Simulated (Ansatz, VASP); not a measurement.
One calculation of LiF, two programs

Contents of INCAR:

```
SYSTEM = LiF
ALGO = Normal
EDIFF = 1E-6
ENCUT = 750
GGA = PE
GGA_COMPAT = .False.
ISIF = 2
ISMEAR = 0
LASPH = .True.
LCHARG = .False.
LREAL = .False.
LWAVE = .False.
NBANDS = 12
NELM = 120
PREC = Accurate
SIGMA = 0.1
```

File KPOINTS:

```
k-points
0
Gamma
  6 6 6
  0 0 0
```

File POSCAR:

```
LiF
1.0
    0.0000000000      2.3642321207      2.3642321207
    2.3642321207      0.0000000000      2.3642321207
    2.3642321207      2.3642321207      0.0000000000
Li F
1 1
Direct
    0.0000000000      0.0000000000      0.0000000000
    0.5000000000      0.5000000000      0.5000000000
```

Input for Ansatz:

```yaml
crystal:
  lattice:
    - [0.0, 2.3642321207, 2.3642321207]
    - [2.3642321207, 0.0, 2.3642321207]
    - [2.3642321207, 2.3642321207, 0.0]
  atoms:
    - { symbol: Li, position: [0.0, 0.0, 0.0] }
    - { symbol: F, position: [0.5, 0.5, 0.5] }
basis:
  ecutwfc: 420
kpoints:
  mp_grid: { grid: [6, 6, 6] }
hamiltonian:
  xc: pbe
scf:
  occupations: { method: gaussian, width: 0.1 }
output:
  forces: true
  stress: true
  eigenvalues: true
```

Alike in both runs: task single point; functional PBE; k mesh 6 × 6 × 6; occupations gaussian, width 0.1 eV; no spin polarisation.

```csv
,VASP,Ansatz
version,VASP 6.6.1,Ansatz 0.2.0
potentials or method,"VASP PAW PBE potentials, release 64 (Li_sv, F), cutoff 750 eV","scalar-relativistic, plane waves, PAW"
valence electrons in the cell,10,10
```

|  | VASP | Ansatz | Ansatz less VASP |
| --- | --- | --- | --- |
| gap on the k mesh at the Fermi level (eV) | 5.89 | 5.89 | 0.000 |
| least direct gap on the mesh (eV) | 5.89 | 5.89 | 0.000 |
| pressure (GPa) | -12.3 | -12.0 | +0.34 |

With one functional, cell and mesh, what is left measures potentials, basis and numerics.
